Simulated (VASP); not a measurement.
Crystal: ZrO2.

```
Zr O
1.0
     3.65537    0.00000    0.00000
     0.00000    3.65537    0.00000
     0.00000    0.00000    5.30639
Zr O
2 4
Direct
  0.00000 0.00000 0.00000
  0.50000 0.50000 0.50000
  0.00000 0.50000 0.30321
  0.00000 0.50000 0.80321
  0.50000 0.00000 0.69679
  0.50000 0.00000 0.19679
```

This cell differs from its parent crystal: equal strain along all axes, cell held: +1.5 %.

```yaml
Program: VASP 6.6.1
Task: relaxation of the atoms
Functional: r2SCAN
Potentials_or_basis: VASP PAW PBE potentials, release 64 (Zr_sv, O)
Cutoff: 580 eV
k_mesh: 6 × 6 × 6
Occupations: gaussian, width 0.02 eV
Spin: no spin polarisation
```

At the start: pressure -9.9 GPa; volume 11.82 Å³/atom.

Question: How do energy, volume and symmetry change on relaxing?

Answer: Over 4 steps the energy falls by 3.0 meV/atom at a fixed cell; space group P4_2/nmc (No. 137, to 0.1 Å) before and after.

Step by step:
```
step  energy change (eV)  largest force (eV/Å)  pressure (GPa)
   1              0.0000                0.2063           -9.93
   2             -0.0073                0.1619           -9.48
   3             -0.0180                0.0120           -7.99
   4             -0.0181                0.0016           -7.86
```

Final structure:
```
CELL_PARAMETERS angstrom
3.65537 0.00000 0.00000
0.00000 3.65537 0.00000
0.00000 0.00000 5.30639
ATOMIC_POSITIONS crystal
Zr 0.00000 0.00000 0.00000
Zr 0.50000 0.50000 0.50000
O 0.00000 0.50000 0.31117
O 0.00000 0.50000 0.81117
O 0.50000 0.00000 0.68883
O 0.50000 0.00000 0.18883
```

Caveat: the cell differs from its parent crystal (equal strain along all axes, cell held: +1.5 %); the PAW data sets were made with another functional, which shifts forces and pressure a little.
